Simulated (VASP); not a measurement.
CuO, 2 atoms in the cell. It takes space group F-43m (No. 216, cubic). Conventional cell: a = 4.655 Å, b = 4.655 Å, c = 4.655 Å, α = 90.00°, β = 90.00°, γ = 90.00°. Cu (site symmetry -43m) has 4 O at 2.02 Å within 2.7 Å. O (site symmetry -43m) has 4 Cu at 2.02 Å within 2.7 Å. 

| Quantity | Value |
| --- | --- |
| Program | VASP 6.6.1 |
| Task | single point |
| Functional | PBE |
| Potentials or basis | VASP PAW PBE potentials, release 64 (Cu, O) |
| Cutoff | 520 eV |
| k mesh | 6 × 6 × 6 |
| Occupations | fermi-dirac, width 0.05 eV |
| Spin | no spin polarisation |
| Dipole correction | no |
| Further INCAR settings | ALGO = Normal; EDIFF = 1e-06; NBANDS = 16 |

Potentials or basis: VASP PAW PBE potentials, release 64 (Cu, O).

Run with:

```bash
$ cat potpaw_PBE.64/Cu/POTCAR potpaw_PBE.64/O/POTCAR > POTCAR
$ mpirun -np 1 vasp_std > vasp.out
```

Hardware: 1 thread of Intel Xeon 6975P-C, with other jobs on the host.

Question: How long does it take, and how much memory?

Answer: It took 8.8 s on 1 thread of Intel Xeon 6975P-C, on a shared host, peak memory 0.14 GiB. Counts: scf iterations 15, k points 16.
